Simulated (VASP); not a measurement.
Here is a VASP 6.6.1 calculation.

INCAR

```
PREC = Accurate
ENCUT = 520
EDIFF = 1E-6
ISMEAR = -1
SIGMA = 0.1
LREAL = False
LASPH = True
NELM = 80
ALGO = Normal
ISIF = 2
LWAVE = False
LCHARG = False
GGA = RE
NBANDS = 13
```

Contents of KPOINTS:

```
regular mesh
0
Gamma
  13 13 13
```

Contents of POSCAR:

```
Ru
1.0
    2.5224189946      0.0000000000      0.0000000000
    0.0000000000      2.5224189946      0.0000000000
    0.0000000000      0.0000000000      2.5224189946
Ru
1
Direct
    0.0000000000      0.0000000000      0.0000000000
```

Potentials or basis: VASP PAW PBE potentials, release 64 (Ru_pv).

Run with:

```sh
$ cat potpaw_PBE.64/Ru_pv/POTCAR > POTCAR
$ mpirun -np 1 vasp_std > vasp.out
```

Question: Estimate the band gap on the k mesh.

Answer: Zero (bands 7 and 8 overlap by 4.24 eV).

Question: What does it give for the pressure?

Answer: 0.0 GPa.

Caveat: an empty level that is flat over the whole mesh can mark a ghost state of the potentials, or a narrow d or f band; the PAW data sets were made with another functional, which shifts forces and pressure a little.
